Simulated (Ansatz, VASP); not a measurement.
# One calculation of CaSe, two programs

File POSCAR:

```
CaSe
1.0
    0.0000000000      2.9702381052      2.9702381052
    2.9702381052      0.0000000000      2.9702381052
    2.9702381052      2.9702381052      0.0000000000
Ca Se
1 1
Direct
    0.0000000000      0.0000000000      0.0000000000
    0.5000000000      0.5000000000      0.5000000000
```

The input INCAR.step1:

```
PREC     = Accurate       # precision mode
ENCUT    = 520            # plane-wave cutoff, eV
ISMEAR   = 0              # smearing method
SIGMA    = 0.1            # smearing width, eV
LREAL    = F              # projectors in reciprocal space
LASPH    = T              # aspherical terms in the spheres
NELM     = 60             # most SCF steps
NBANDS   = 15             # bands
GGA      = PE             # functional
ALGO     = Normal         # electronic algorithm
EDIFF    = 1E-4           # SCF threshold, eV
LWAVE    = T              # write WAVECAR
LCHARG   = F              # write CHGCAR
```

Contents of INCAR.step2:

```
PREC     = Accurate       # precision mode
ENCUT    = 520            # plane-wave cutoff, eV
EDIFF    = 1E-6           # SCF threshold, eV
ISMEAR   = 0              # smearing method
SIGMA    = 0.1            # smearing width, eV
LREAL    = F              # projectors in reciprocal space
LASPH    = T              # aspherical terms in the spheres
NELM     = 60             # most SCF steps
ALGO     = Normal         # electronic algorithm
ISIF     = 2              # what is computed and relaxed
LWAVE    = F              # write WAVECAR
LCHARG   = F              # write CHGCAR
METAGGA  = R2SCAN         # meta-GGA
LMIXTAU  = T            
NBANDS   = 15             # bands
ISTART   = 1
```

Contents of KPOINTS:

```
regular mesh
0
Gamma
  4 4 4
```

Input for Ansatz:

```yaml
crystal:
  lattice:
    - [0.0, 2.9702381052, 2.9702381052]
    - [2.9702381052, 0.0, 2.9702381052]
    - [2.9702381052, 2.9702381052, 0.0]
  atoms:
    - { symbol: Ca, position: [0.0, 0.0, 0.0] }
    - { symbol: Se, position: [0.5, 0.5, 0.5] }
basis:
  ecutwfc: 500
  ecutrho_ratio: 10
kpoints:
  mp_grid: { grid: [4, 4, 4] }
hamiltonian:
  xc: r2scan
scf:
  occupations: { method: gaussian, width: 0.1 }
output:
  forces: false
  stress: true
  eigenvalues: true
```

Alike in both runs: task single point; functional r2SCAN; k mesh 4 × 4 × 4; occupations gaussian, width 0.1 eV; no spin polarisation.

|  | VASP | Ansatz |
| --- | --- | --- |
| version | VASP 6.6.1 | Ansatz 0.2.0 |
| potentials or method | VASP PAW PBE potentials, release 64 (Ca_sv, Se), cutoff 520 eV | scalar-relativistic, plane waves, PAW |
| valence electrons in the cell | 16 | 26 |

```csv
,VASP,Ansatz,Ansatz less VASP
gap on the k mesh at the Fermi level (eV),2.52,2.52,0.000
least direct gap on the mesh (eV),3.45,3.45,+0.003
pressure (GPa),0.2,-0.1,-0.25
```

VASP's potentials were made for PBE, not for r2SCAN. The functional is the same, so the differences come from potentials, cutoffs and numerics. VASP's potentials hold 16 valence electrons a cell and Ansatz's 26, so a difference there can come from the potentials and not from the codes.

The k mesh is coarse, so the values compare programs but aren't converged.
